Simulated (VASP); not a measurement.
# HfN (F-43m) in VASP: notebook

HfN is run at these levels: PBEsol; tasks: single point.

Everything below comes from runs of VASP 6.6.1. Logs are shortened: lines on timing, memory, paths and dates and some standing lists are left out, and cuts for length are marked.

### 1 The cell of the first run

It takes space group F-43m (No. 216, cubic). The conventional cell has a = 4.926 Å, b = 4.926 Å, c = 4.926 Å, α = 90.00°, β = 90.00°, γ = 90.00°. Within 2.8 Å of Hf (site symmetry -43m) lie 4 N at 2.13 Å. N (site symmetry -43m) has 4 Hf at 2.13 Å within 2.8 Å.

### 2 Single point, PBEsol

The input, INCAR:

```
SYSTEM = HfN
PREC = Accurate
ENCUT = 600
EDIFF = 1E-6
ISMEAR = 1
SIGMA = 0.1
LREAL = .False.
LASPH = .True.
NELM = 120
ALGO = Normal
ISIF = 2
LWAVE = .False.
LCHARG = .True.
GGA = PS
LELF = .True.
LVHAR = .True.
NBANDS = 14
GGA_COMPAT = .False.
```

The input, KPOINTS:

```
Automatic mesh
0
Gamma
  8 8 8
  0 0 0
```

The input, POSCAR:

```
HfN
1.0
    0.0000000000      2.4629776147      2.4629776147
    2.4629776147      0.0000000000      2.4629776147
    2.4629776147      2.4629776147      0.0000000000
Hf N
1 1
Direct
    0.0000000000      0.0000000000      0.0000000000
    0.7500000000      0.7500000000      0.7500000000
```

Potentials or basis: VASP PAW PBE potentials, release 64 (Hf_pv, N).

Command:

```
$ cat potpaw_PBE.64/Hf_pv/POTCAR potpaw_PBE.64/N/POTCAR > POTCAR
$ mpirun -np 1 vasp_std > vasp.out
```

OUTCAR:

```text
SYSTEM = HfN
   PREC = Accurate
   ENCUT = 600
   EDIFF = 1E-6
   ISMEAR = 1
   LREAL = .False.
   LASPH = .True.
   NELM = 120
   ISIF = 2
   GGA = PS

 ion  position               nearest neighbor table
   1  0.000  0.000  0.000-   2 2.13   2 2.13   2 2.13   2 2.13
   2  0.750  0.750  0.750-   1 2.13   1 2.13   1 2.13   1 2.13

  LATTYP: Found a face centered cubic cell.
 ALAT       =     4.9259552294

  Lattice vectors:

 A1 = (   0.0000000000,   2.4629776147,   2.4629776147)
 A2 = (   2.4629776147,   0.0000000000,   2.4629776147)
 A3 = (   2.4629776147,   2.4629776147,   0.0000000000)

Analysis of symmetry for initial positions (statically):
=====================================================================
 Subroutine PRICEL returns:
 Original cell was already a primitive cell.

 Routine SETGRP: Setting up the symmetry group for a
 face centered cubic supercell.

 Subroutine GETGRP returns: Found 24 space group operations
 (whereof 24 operations were pure point group operations)
 out of a pool of 48 trial point group operations.

The static configuration has the point symmetry T_d .

Analysis of symmetry for dynamics (positions and initial velocities):
=====================================================================
 Subroutine PRICEL returns:
 Original cell was already a primitive cell.

 Routine SETGRP: Setting up the symmetry group for a
 face centered cubic supercell.

 Subroutine GETGRP returns: Found 24 space group operations
 (whereof 24 operations were pure point group operations)
 out of a pool of 48 trial point group operations.

The dynamic configuration has the point symmetry T_d .

 Subroutine INISYM returns: Found 24 space group operations
 (whereof 24 operations are pure point group operations),
 and found     1 'primitive' translations

----------------------------------------------------------------------------------------

                                     Primitive cell

  volume of cell :      29.8821

  direct lattice vectors                    reciprocal lattice vectors
     0.000000000  2.462977615  2.462977615    -0.203006311  0.203006311  0.203006311
     2.462977615  0.000000000  2.462977615     0.203006311 -0.203006311  0.203006311
     2.462977615  2.462977615  0.000000000     0.203006311  0.203006311 -0.203006311

  length of vectors
     3.483176347  3.483176347  3.483176347     0.351617245  0.351617245  0.351617245

  position of ions in fractional coordinates (direct lattice)
     0.000000000  0.000000000  0.000000000
     0.750000000  0.750000000  0.750000000

  ion indices of the primitive-cell ions
   primitive index   ion index
                 1           1
                 2           2

----------------------------------------------------------------------------------------

 KPOINTS: Automatic mesh

Automatic generation of k-mesh.
 Grid dimensions read from file:
 generate k-points for:    8    8    8

 Generating k-lattice:

  Cartesian coordinates                     Fractional coordinates (reciprocal lattice)
    -0.025375789  0.025375789  0.025375789     0.125000000  0.000000000  0.000000000
     0.025375789 -0.025375789  0.025375789     0.000000000  0.125000000  0.000000000
     0.025375789  0.025375789 -0.025375789     0.000000000  0.000000000  0.125000000

  Length of vectors
     0.043952156  0.043952156  0.043952156

  Shift w.r.t. Gamma in fractional coordinates (k-lattice)
     0.000000000  0.000000000  0.000000000

 Subroutine IBZKPT returns following result:
 ===========================================

 Found     29 irreducible k-points:

 Following reciprocal coordinates:
            Coordinates               Weight
  0.000000  0.000000  0.000000      1.000000
  0.125000  0.000000  0.000000      8.000000
  0.250000  0.000000  0.000000      8.000000
  0.375000  0.000000  0.000000      8.000000
  0.500000  0.000000  0.000000      4.000000
  0.125000  0.125000  0.000000      6.000000
[... 16 lines left out ...]
  0.500000  0.250000  0.125000     48.000000
 -0.375000  0.250000  0.125000     24.000000
 [... further k-points ...]
   k-points           NKPTS =     29   k-points in BZ     NKDIM =     29   number of bands    NBANDS=     14
   number of dos      NEDOS =    301   number of ions     NIONS =      2
   total plane-waves  NPLWV =  21952
   dimension x,y,z NGX =    28 NGY =   28 NGZ =   28
   dimension x,y,z NGXF=    56 NGYF=   56 NGZF=   56
   ions per type =               1   1
   NGX,Y,Z   is equivalent  to a cutoff of  13.36, 13.36, 13.36 a.u.
   NGXF,Y,Z  is equivalent  to a cutoff of  26.73, 26.73, 26.73 a.u.
 SYSTEM =  HfN
   PREC   = accura    normal or accurate (medium, high low for compatibility)
   ISTART =      0    job   : 0-new  1-cont  2-samecut
   ICHARG =      2    charge: 1-file 2-atom 10-const
   ISPIN  =      1    spin polarized calculation?
   LNONCOLLINEAR =      F non collinear calculations
   LSORBIT =      F    spin-orbit coupling
   LASPH  =      T    aspherical Exc in radial PAW
   ENCUT  =  600.0 eV  44.10 Ry    6.64 a.u.   6.96  6.96  6.96*2*pi/ulx,y,z
   NELM   =    120;   NELMIN=  2; NELMDL= -5     # of ELM steps
   EDIFF  = 0.1E-05   stopping-criterion for ELM
   LREAL  =      F    real-space projection
   EDIFFG = 0.1E-04   stopping-criterion for IOM
   NSW    =      0    number of steps for IOM
   IBRION =     -1    ionic relax: 0-MD 1-quasi-New 2-CG
   NFREE  =      0    steps in history (QN), initial steepest desc. (CG)
   ISIF   =      2    stress and relaxation
   ISYM   =      2    0-nonsym 1-usesym 2-fastsym
   POTIM  = 0.5000    time-step for ionic-motion
   TEBEG  =    0.0;   TEEND  =   0.0 temperature during run
   PSTRESS=    0.0 pullay stress
   NELECT =      15.0000    total number of electrons
   NUPDOWN=      -1.0000    fix difference up-down
   EMIN   =  10.00;   EMAX   =-10.00  energy-range for DOS
   EFERMI =   0.00;   METHOD = LEGACY
   ISMEAR =     1;   SIGMA  =   0.10  broadening in eV -4-tet -1-fermi 0-gaus
   EFERMI_NEDOS =   21; number of points for ismear=-14 and -15
   IALGO  =     38    algorithm
   IMIX   =      4    mixing-type and parameters
     AMIX     =   0.40;   BMIX     =  1.00
     AMIX_MAG =   1.60;   BMIX_MAG =  1.00
  volume/ion in A,a.u.               =      14.94       100.83
  Fermi-wavevector in a.u.,A,eV,Ry     =   1.301072  2.458670 23.031797  1.692789
  Thomas-Fermi vector in A             =   2.432230
   LORBIT       =      0    0 simple, 1 ext, 2 COOP (PROOUT), +10 PAW based schemes
   GGA     = PS    functional components
   LHFCALC =     F    Hartree Fock is set to
   AEXX    =    0.0000 exact exchange contribution
   IVDW    =     0    specifies the selected vdW correction
   LEPSILON=     F    determine dielectric tensor
   LRPA    =     F    only Hartree local field effects (RPA)
 non-spin polarized calculation
 Methfessel and Paxton  Order N= 1 SIGMA  =   0.10
  energy-cutoff  :      600.00
  volume of cell :       29.88
 maximum number of plane-waves:      1012
   NGX = 13   NGY = 13   NGZ = 13

 number of electron      15.0000000 magnetization

 Free energy of the ion-electron system (eV)
  ---------------------------------------------------
  ext. energy  EPLUGINS =         0.00000000
  ---------------------------------------------------
  free energy    TOTEN  =       -22.24601906 eV

  energy without entropy =      -22.24488246  energy(sigma->0) =      -22.24564019

 E-fermi :   5.5116     XC(G=0): -11.3475

 val. band max:        5.4864713666   @ k =  -0.3750   0.2500   0.1250
 cond. band min:       5.5635412746   @ k =   0.1250   0.0000   0.0000
 fundamental gap:      0.0770699080
 Fermi energy:         5.5116492813

 k-point     1 :       0.0000    0.0000    0.0000
  band No.  band energies     occupation
      1     -25.5553      2.00000
      2     -25.5553      2.00000
      3     -25.5553      2.00000
      4     -10.5219      2.00000
      5       0.1225      2.00000
      6       0.1225      2.00000
      7       0.1225      2.00000
      8       4.7720      2.00000
      9       7.7112      0.00000
     10       7.7112      0.00000
     11      12.0514      0.00000
     12      12.0514      0.00000
     13      12.0514      0.00000
     14      17.8037      0.00000

 k-point     2 :       0.1250    0.0000    0.0000
  band No.  band energies     occupation
      1     -25.6250      2.00000
      2     -25.5642      2.00000
      3     -25.5642      2.00000
      4     -10.3449      2.00000
      5      -0.1880      2.00000
      6       0.2306      2.00000
      7       0.2306      2.00000
      8       5.5635      0.23938
      9       7.4866     -0.00000
     10       7.4866     -0.00000
     11      11.6646      0.00000
     12      12.3576      0.00000
     13      12.3576      0.00000
     14      16.6207      0.00000

 k-point     3 :       0.2500    0.0000    0.0000
  band No.  band energies     occupation
      1     -25.7885      2.00000
      2     -25.5857      2.00000
      3     -25.5857      2.00000
      4      -9.9400      2.00000
      5      -0.5081      2.00000
      6       0.4641      2.00000
      7       0.4641      2.00000
      8       6.9573     -0.00000
      9       7.3190     -0.00000
     10       7.3190     -0.00000
     11      11.0028      0.00000
     12      12.3996      0.00000
     13      12.3996      0.00000
     14      14.0874      0.00000

 k-point     4 :       0.3750    0.0000    0.0000
  band No.  band energies     occupation
      1     -25.9458      2.00000
      2     -25.6071      2.00000
      3     -25.6071      2.00000
      4      -9.5770      2.00000
      5      -0.3782      2.00000
      6       0.6455      2.00000
      7       0.6455      2.00000
      8       7.3349     -0.00000
      9       7.7105      0.00000
     10       7.7105      0.00000
     11      10.1389      0.00000
     12      11.4933      0.00000
     13      11.4933      0.00000
     14      13.8570      0.00000

 k-point     5 :       0.5000    0.0000    0.0000
  band No.  band energies     occupation
      1     -26.0092      2.00000
      2     -25.6159      2.00000
      3     -25.6159      2.00000
      4      -9.4419      2.00000
      5      -0.1772      2.00000
      6       0.7019      2.00000
      7       0.7019      2.00000
      8       7.0529     -0.00000
      9       8.1999      0.00000
     10       8.1999      0.00000
     11       9.6633      0.00000
[... 276 lines left out ...]
 k-point    22 :       0.3750    0.2500    0.1250
  band No.  band energies     occupation
      1     -25.8355      2.00000
      2     -25.6634      2.00000
      3     -25.6128      2.00000
      4      -9.6410      2.00000
      5      -0.7743      2.00000
      6       0.6937      2.00000
      7       0.8543      2.00000
      8       5.8551     -0.00001
      9       7.8010      0.00000
     10       8.3024      0.00000
     11      10.8918      0.00000
     12      11.8553      0.00000
     13      12.5294      0.00000
     14      15.0303      0.00000

 k-point    23 :       0.5000    0.2500    0.1250
  band No.  band energies     occupation
      1     -25.9219      2.00000
      2     -25.7127      2.00000
      3     -25.6375      2.00000
      4      -9.3507      2.00000
      5      -0.4165      2.00000
      6       0.5737      2.00000
      7       1.1332      2.00000
      8       5.8371     -0.00004
      9       7.2114     -0.00000
     10       8.5412      0.00000
     11      11.1165      0.00000
     12      11.6534      0.00000
     13      12.2534      0.00000
     14      14.8442      0.00000

 k-point    24 :      -0.3750    0.2500    0.1250
  band No.  band energies     occupation
      1     -25.9580      2.00000
      2     -25.7294      2.00000
      3     -25.6504      2.00000
      4      -9.2396      2.00000
      5       0.0325      2.00000
      6       0.3277      2.00000
      7       1.2454      2.00000
      8       5.4865      1.41154
      9       7.3595     -0.00000
     10       8.3656      0.00000
     11      11.1997      0.00000
     12      11.4312      0.00000
     13      12.2058      0.00000
     14      15.3167      0.00000

 [... further k-points ...]

------------------------ aborting loop because EDIFF is reached ----------------------------------------

  FORCE on cell =-STRESS in cart. coord.  units (eV):
  Direction    XX          YY          ZZ          XY          YZ          ZX
  --------------------------------------------------------------------------------------
  -------------------------------------------------------------------------------------
  Total       -1.4953413     -1.4953413     -1.4953413      0.0000000      0.0000000      0.0000000
  in kB      -80.1750997    -80.1750997    -80.1750997      0.0000000      0.0000000      0.0000000
  external PRESSURE =     -80.1750997 kB  Pullay stress =       0.0000000 kB

 VOLUME and BASIS-vectors are now :
 -----------------------------------------------------------------------------
  energy-cutoff  :      600.00
  volume of cell :       29.88
      direct lattice vectors                 reciprocal lattice vectors
     0.000000000  2.462977615  2.462977615    -0.203006311  0.203006311  0.203006311
     2.462977615  0.000000000  2.462977615     0.203006311 -0.203006311  0.203006311
     2.462977615  2.462977615  0.000000000     0.203006311  0.203006311 -0.203006311

 POSITION                                       TOTAL-FORCE (eV/Angst)
 -----------------------------------------------------------------------------------
      0.00000      0.00000      0.00000        -0.000000     -0.000000     -0.000000
      3.69447      3.69447      3.69447         0.000000      0.000000      0.000000
 -----------------------------------------------------------------------------------
    total drift:                                0.000000      0.000000      0.000000

  FREE ENERGIE OF THE ION-ELECTRON SYSTEM (eV)
  ---------------------------------------------------
  free  energy   TOTEN  =       -22.2460190571 eV

  energy  without entropy=      -22.2448824551  energy(sigma->0) =      -22.24564019
```

Wall time 29 s (1 thread of AMD EPYC 7R13, shared host); peak memory 0.13 GiB.

What came out:

| Item | Value |
| --- | --- |
| Free energy | -22.2460 eV |
| Pressure | -8.0 GPa |

Levels at points of the mesh, in eV from the Fermi level:
```tsv
k point	band 6	band 7	band 8	band 9	band 10	band 11
(0.00, 0.00, 0.00)	-5.39	-5.39	-0.74	2.20	2.20	6.54
(0.50, 0.00, 0.00)	-4.81	-4.81	1.54	2.69	2.69	4.15
(0.50, 0.50, 0.00)	-3.57	-3.57	-1.12	2.13	3.97	4.61
```

Caveat: the PAW data sets were made with another functional, which shifts forces and pressure a little; spin-orbit coupling is left out, which moves the levels of the heavy elements.

[end of part 1 of 2]
